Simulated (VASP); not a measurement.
# Bi2Se3 (P1) in VASP: single point with PBE

Aim: the single point of Bi2Se3 with PBE.

Everything below comes from runs of VASP 6.6.1. Logs are shortened: lines on timing, memory, paths and dates and some standing lists are left out, and cuts for length are marked.

## (1) The cell of the first run

The typed cell holds 5 atoms: a = 10.710 Å, b = 10.710 Å, c = 10.710 Å, α = 22.55°, β = 22.55°, γ = 22.55°.

## (2) Single point, PBE (atom 1 (Bi) moved by (-0.600, -0.600) A along x and y)

File INCAR:

```
SYSTEM = Bi2Se3
ALGO = Normal
EDIFF = 1E-6
ENCUT = 520
GGA = PE
ISIF = 2
ISMEAR = 0
LASPH = .True.
LCHARG = .False.
LREAL = .False.
LWAVE = .False.
NBANDS = 32
NELM = 100
PREC = Accurate
SIGMA = 0.05
```

File KPOINTS:

```
k-points
0
Gamma
  6 6 6
  0 0 0
```

File POSCAR:

```
Bi2Se3
1.0
    2.0936564891      1.2087731376     10.4340296434
   -2.0936564891      1.2087731376     10.4340296434
    0.0000000000     -2.4175462751     10.4340296434
Bi Se
2 3
Direct
    0.1695756813      0.4561556447      0.5610511915
    0.6044058275      0.6044058275      0.6044058275
    0.0000000000      0.0000000000      0.0000000000
    0.2210304535      0.2210304535      0.2210304535
    0.7789695465      0.7789695465      0.7789695465
```

Potentials or basis: VASP PAW PBE potentials, release 64 (Bi_d, Se).

On the command line:

```console
$ cat potpaw_PBE.64/Bi_d/POTCAR potpaw_PBE.64/Se/POTCAR > POTCAR
$ mpirun -np 1 vasp_std > vasp.out
```

OUTCAR:

```text
SYSTEM = Bi2Se3
   EDIFF = 1E-6
   ENCUT = 520
   GGA = PE
   ISIF = 2
   ISMEAR = 0
   LASPH = .True.
   LREAL = .False.
   NELM = 100
   PREC = Accurate

 ion  position               nearest neighbor table
   1  0.170  0.456  0.561-   5 2.25   3 2.73   3 3.05   5 3.17
   2  0.604  0.604  0.604-   4 2.88   4 2.88   4 2.88   3 3.11   3 3.11   3 3.11
   3  0.000  0.000  0.000-   1 2.73   1 3.05   2 3.11   2 3.11   2 3.11
   4  0.221  0.221  0.221-   2 2.88   2 2.88   2 2.88
   5  0.779  0.779  0.779-   1 2.25   1 3.17

  LATTYP: Found a trigonal (rhomboedric) cell.
 ALAT       =    10.7104390476
 COS(alpha) =     0.9235766092

  Lattice vectors:

 A1 = (   2.0936564891,   1.2087731376,  10.4340296434)
 A2 = (  -2.0936564891,   1.2087731376,  10.4340296434)
 A3 = (   0.0000000000,  -2.4175462751,  10.4340296434)

Analysis of symmetry for initial positions (statically):
=====================================================================
 Subroutine PRICEL returns:
 Original cell was already a primitive cell.

 Routine SETGRP: Setting up the symmetry group for a
 trigonal (rhombohedral) supercell.

 Subroutine GETGRP returns: Found  1 space group operations
 (whereof  1 operations were pure point group operations)
 out of a pool of 12 trial point group operations.

The static configuration has the point symmetry C_1 .

Analysis of symmetry for dynamics (positions and initial velocities):
=====================================================================
 Subroutine PRICEL returns:
 Original cell was already a primitive cell.

 Routine SETGRP: Setting up the symmetry group for a
 trigonal (rhombohedral) supercell.

 Subroutine GETGRP returns: Found  1 space group operations
 (whereof  1 operations were pure point group operations)
 out of a pool of 12 trial point group operations.

The dynamic configuration has the point symmetry C_1 .

 Subroutine INISYM returns: Found  1 space group operations
 (whereof  1 operations are pure point group operations),
 and found     1 'primitive' translations

----------------------------------------------------------------------------------------

                                     Primitive cell

  volume of cell :     158.4359

  direct lattice vectors                    reciprocal lattice vectors
     2.093656489  1.208773138 10.434029643     0.238816636  0.137880849  0.031946750
    -2.093656489  1.208773138 10.434029643    -0.238816636  0.137880849  0.031946750
     0.000000000 -2.417546275 10.434029643     0.000000000 -0.275761698  0.031946750

  length of vectors
    10.710439048 10.710439048 10.710439048     0.277606032  0.277606032  0.277606032

  position of ions in fractional coordinates (direct lattice)
     0.169575681  0.456155645  0.561051191
     0.604405828  0.604405828  0.604405828
     0.000000000  0.000000000  0.000000000
     0.221030453  0.221030453  0.221030453
     0.778969547  0.778969547  0.778969547

  ion indices of the primitive-cell ions
   primitive index   ion index
                 1           1
                 2           2
                 3           3
                 4           4
                 5           5

----------------------------------------------------------------------------------------

 KPOINTS: k-points

Automatic generation of k-mesh.
 Grid dimensions read from file:
 generate k-points for:    6    6    6

 Generating k-lattice:

  Cartesian coordinates                     Fractional coordinates (reciprocal lattice)
     0.039802773  0.022980142  0.005324458     0.166666667  0.000000000  0.000000000
    -0.039802773  0.022980142  0.005324458     0.000000000  0.166666667  0.000000000
     0.000000000 -0.045960283  0.005324458     0.000000000  0.000000000  0.166666667

  Length of vectors
     0.046267672  0.046267672  0.046267672

  Shift w.r.t. Gamma in fractional coordinates (k-lattice)
     0.000000000  0.000000000  0.000000000

 Subroutine IBZKPT returns following result:
 ===========================================

 Found    112 irreducible k-points:

 Following reciprocal coordinates:
            Coordinates               Weight
  0.000000  0.000000  0.000000      1.000000
  0.166667  0.000000  0.000000      2.000000
  0.000000  0.166667  0.000000      2.000000
 -0.000000 -0.000000  0.166667      2.000000
  0.333333  0.000000 -0.000000      2.000000
  0.000000  0.333333 -0.000000      2.000000
[... 16 lines left out ...]
 -0.166667  0.500000 -0.000000      2.000000
  0.166667 -0.000000  0.500000      2.000000
 [... further k-points ...]
   k-points           NKPTS =    112   k-points in BZ     NKDIM =    112   number of bands    NBANDS=     32
   number of dos      NEDOS =    301   number of ions     NIONS =      5
   total plane-waves  NPLWV = 512000
   dimension x,y,z NGX =    80 NGY =   80 NGZ =   80
   dimension x,y,z NGXF=   160 NGYF=  160 NGZF=  160
   ions per type =               2   3
   NGX,Y,Z   is equivalent  to a cutoff of  12.42, 12.42, 12.42 a.u.
   NGXF,Y,Z  is equivalent  to a cutoff of  24.83, 24.83, 24.83 a.u.
 SYSTEM =  Bi2Se3
   PREC   = accura    normal or accurate (medium, high low for compatibility)
   ISTART =      0    job   : 0-new  1-cont  2-samecut
   ICHARG =      2    charge: 1-file 2-atom 10-const
   ISPIN  =      1    spin polarized calculation?
   LNONCOLLINEAR =      F non collinear calculations
   LSORBIT =      F    spin-orbit coupling
   LASPH  =      T    aspherical Exc in radial PAW
   ENCUT  =  520.0 eV  38.22 Ry    6.18 a.u.  19.91 19.91 19.91*2*pi/ulx,y,z
   NELM   =    100;   NELMIN=  2; NELMDL= -5     # of ELM steps
   EDIFF  = 0.1E-05   stopping-criterion for ELM
   LREAL  =      F    real-space projection
   EDIFFG = 0.1E-04   stopping-criterion for IOM
   NSW    =      0    number of steps for IOM
   IBRION =     -1    ionic relax: 0-MD 1-quasi-New 2-CG
   NFREE  =      0    steps in history (QN), initial steepest desc. (CG)
   ISIF   =      2    stress and relaxation
   ISYM   =      2    0-nonsym 1-usesym 2-fastsym
   POTIM  = 0.5000    time-step for ionic-motion
   TEBEG  =    0.0;   TEEND  =   0.0 temperature during run
   PSTRESS=    0.0 pullay stress
   NELECT =      48.0000    total number of electrons
   NUPDOWN=      -1.0000    fix difference up-down
   EMIN   =  10.00;   EMAX   =-10.00  energy-range for DOS
   EFERMI =   0.00;   METHOD = LEGACY
   ISMEAR =     0;   SIGMA  =   0.05  broadening in eV -4-tet -1-fermi 0-gaus
   EFERMI_NEDOS =   21; number of points for ismear=-14 and -15
   IALGO  =     38    algorithm
   IMIX   =      4    mixing-type and parameters
     AMIX     =   0.40;   BMIX     =  1.00
     AMIX_MAG =   1.60;   BMIX_MAG =  1.00
  volume/ion in A,a.u.               =      31.69       213.84
  Fermi-wavevector in a.u.,A,eV,Ry     =   1.099522  2.077796 16.448755  1.208949
  Thomas-Fermi vector in A             =   2.235918
   LORBIT       =      0    0 simple, 1 ext, 2 COOP (PROOUT), +10 PAW based schemes
   GGA     = PE    functional components
   LHFCALC =     F    Hartree Fock is set to
   AEXX    =    0.0000 exact exchange contribution
   IVDW    =     0    specifies the selected vdW correction
   LEPSILON=     F    determine dielectric tensor
   LRPA    =     F    only Hartree local field effects (RPA)
 non-spin polarized calculation
 Gauss-broadening in eV      SIGMA  =   0.05
  energy-cutoff  :      520.00
  volume of cell :      158.44
 maximum number of plane-waves:      4296
   NGX = 39   NGY = 39   NGZ = 39

 number of electron      47.9999997 magnetization

 Free energy of the ion-electron system (eV)
  ---------------------------------------------------
  ext. energy  EPLUGINS =         0.00000000
  ---------------------------------------------------
  free energy    TOTEN  =       -18.62234509 eV

  energy without entropy =      -18.62234509  energy(sigma->0) =      -18.62234509

 E-fermi :   3.5934     XC(G=0):  -8.8313

 val. band max:        3.3786534314   @ k =   0.3333   0.5000   0.5000
 cond. band min:       4.0040761530   @ k =   0.5000   0.5000   0.5000
 fundamental gap:      0.6254227216
 Fermi energy:         3.5934313765

 k-point     1 :       0.0000    0.0000    0.0000
  band No.  band energies     occupation
      1     -19.3788      2.00000
      2     -19.3775      2.00000
      3     -19.3725      2.00000
      4     -19.3665      2.00000
      5     -19.3610      2.00000
      6     -19.3597      2.00000
[... 24 lines left out ...]
     31       9.6529      0.00000
     32       9.9957      0.00000

 k-point     2 :       0.1667    0.0000    0.0000
  band No.  band energies     occupation
      1     -19.3801      2.00000
      2     -19.3731      2.00000
      3     -19.3725      2.00000
      4     -19.3686      2.00000
      5     -19.3641      2.00000
      6     -19.3604      2.00000
[... 24 lines left out ...]
     31       9.4051      0.00000
     32       9.8691      0.00000

 k-point     3 :       0.0000    0.1667    0.0000
  band No.  band energies     occupation
      1     -19.3815      2.00000
      2     -19.3722      2.00000
      3     -19.3695      2.00000
      4     -19.3673      2.00000
      5     -19.3632      2.00000
      6     -19.3615      2.00000
[... 24 lines left out ...]
     31       9.6679      0.00000
     32      10.2145      0.00000

 k-point     4 :      -0.0000   -0.0000    0.1667
  band No.  band energies     occupation
      1     -19.3811      2.00000
      2     -19.3725      2.00000
      3     -19.3690      2.00000
      4     -19.3668      2.00000
      5     -19.3639      2.00000
      6     -19.3606      2.00000
[... 24 lines left out ...]
     31       9.4892      0.00000
     32      10.0732      0.00000

 k-point     5 :       0.3333    0.0000   -0.0000
  band No.  band energies     occupation
      1     -19.3875      2.00000
      2     -19.3825      2.00000
      3     -19.3708      2.00000
      4     -19.3646      2.00000
      5     -19.3597      2.00000
      6     -19.3587      2.00000
[... 584 lines left out ...]
     31       9.5432      0.00000
     32       9.9079      0.00000

 k-point    22 :       0.0000    0.5000    0.1667
  band No.  band energies     occupation
      1     -19.3870      2.00000
      2     -19.3783      2.00000
      3     -19.3697      2.00000
      4     -19.3677      2.00000
      5     -19.3594      2.00000
      6     -19.3549      2.00000
[... 24 lines left out ...]
     31       9.5629      0.00000
     32      10.3155      0.00000

 k-point    23 :      -0.1667    0.5000   -0.0000
  band No.  band energies     occupation
      1     -19.3868      2.00000
      2     -19.3740      2.00000
      3     -19.3692      2.00000
      4     -19.3685      2.00000
      5     -19.3601      2.00000
      6     -19.3538      2.00000
[... 24 lines left out ...]
     31       9.4949      0.00000
     32      10.3456      0.00000

 k-point    24 :       0.1667   -0.0000    0.5000
  band No.  band energies     occupation
      1     -19.3865      2.00000
      2     -19.3715      2.00000
      3     -19.3697      2.00000
      4     -19.3681      2.00000
      5     -19.3600      2.00000
      6     -19.3538      2.00000
[... 24 lines left out ...]
     31       9.3525      0.00000
     32      10.4658      0.00000

 [... further k-points ...]
[... 5 lines left out ...]
  --------------------------------------------------------------------------------------
  -------------------------------------------------------------------------------------
  Total        7.2455853      3.4172296      8.2385817      2.5134984     -1.6933152     -6.7984181
  in kB       73.2707285     34.5566148     83.3123705     25.4176651    -17.1235915    -68.7487657
  external PRESSURE =      63.7132379 kB  Pullay stress =       0.0000000 kB

 VOLUME and BASIS-vectors are now :
 -----------------------------------------------------------------------------
  energy-cutoff  :      520.00
  volume of cell :      158.44
      direct lattice vectors                 reciprocal lattice vectors
     2.093656489  1.208773138 10.434029643     0.238816636  0.137880849  0.031946750
    -2.093656489  1.208773138 10.434029643    -0.238816636  0.137880849  0.031946750
     0.000000000 -2.417546275 10.434029643     0.000000000 -0.275761698  0.031946750

 POSITION                                       TOTAL-FORCE (eV/Angst)
 -----------------------------------------------------------------------------------
     -0.60000     -0.60000     12.38292         4.484537      2.899861     -3.514043
      0.00000      0.00000     18.91916        -0.181869     -0.124673     -0.015309
      0.00000      0.00000      0.00000         0.009086     -0.769166     -0.677986
      0.00000      0.00000      6.91871         0.107628      0.079603     -0.025902
      0.00000      0.00000     24.38337        -4.419382     -2.085626      4.233241
 -----------------------------------------------------------------------------------
    total drift:                                0.000439      0.000354     -0.000004

  FREE ENERGIE OF THE ION-ELECTRON SYSTEM (eV)
  ---------------------------------------------------
  free  energy   TOTEN  =       -18.6223450883 eV

  energy  without entropy=      -18.6223450883  energy(sigma->0) =      -18.62234509
```

Wall time 22 min (1 thread of Intel Xeon 6975P-C (Granite Rapids), shared host); peak memory 1.2 GiB.

What came out:

```yaml
Free_energy: -18.6223 eV
Pressure: 6.4 GPa
Largest_force: 6.465 eV/Å
Band_gap_on_the_k_mesh: 0.63 eV (least direct gap 0.83 eV)
```

Forces in eV/Å, atoms in the order of the input:
```
Bi   4.485  2.900 -3.514
Bi  -0.182 -0.125 -0.015
Se   0.009 -0.769 -0.678
Se   0.108  0.080 -0.026
Se  -4.419 -2.086  4.233
```

Stress tensor (GPa, compression positive):
```
 7.33  2.54 -6.87
 2.54  3.46 -1.71
-6.87 -1.71  8.33
```

Caveat: the cell differs from its parent crystal (atom 1 (Bi) moved by (-0.600, -0.600) A along x and y); the cell stands under pressure; spin-orbit coupling is left out, which moves the levels of the heavy elements; forces of over 1 eV/Å act on the atoms, so gaps and moduli don't describe the material at rest. A k mesh can miss the band edges.
